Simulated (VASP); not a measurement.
Here is a VASP 6.6.1 calculation.

Contents of INCAR:

```
PREC = Accurate
ENCUT = 520
EDIFF = 1E-6
ISMEAR = 0
SIGMA = 0.15
LREAL = False
LASPH = True
NELM = 60
ALGO = Fast
ISIF = 2
LWAVE = False
LCHARG = True
LELF = True
LVHAR = True
NBANDS = 13
```

Contents of KPOINTS:

```
Automatic mesh
0
Gamma
  22 22 22
```

The input POSCAR:

```
Mo
1.0
   -2.2555420709      1.6688460472      1.6688460472
    1.6688460472     -2.2555420709      1.6688460472
    1.6688460472      1.6688460472     -2.2555420709
Mo
1
Direct
    0.0000000000      0.0000000000      0.0000000000
```

Potentials or basis: VASP PAW LDA potentials, release 64 (Mo_sv).

Run with:

```console
$ cat potpaw_LDA.64/Mo_sv/POTCAR > POTCAR
$ mpirun -np 1 vasp_std > vasp.out
```

Q: Estimate the band gap on the k mesh.

A: Zero (bands 7 and 8 overlap by 5.39 eV).

Q: Predict the pressure.

A: 98.1 GPa.

Stress tensor (GPa, compression positive):
```
 98.11 119.37 119.37
119.37  98.11 119.37
119.37 119.37  98.11
```

Caveat: atoms lie so close that the PAW spheres overlap strongly, which falsifies energies and pressures; the cell stands under pressure.
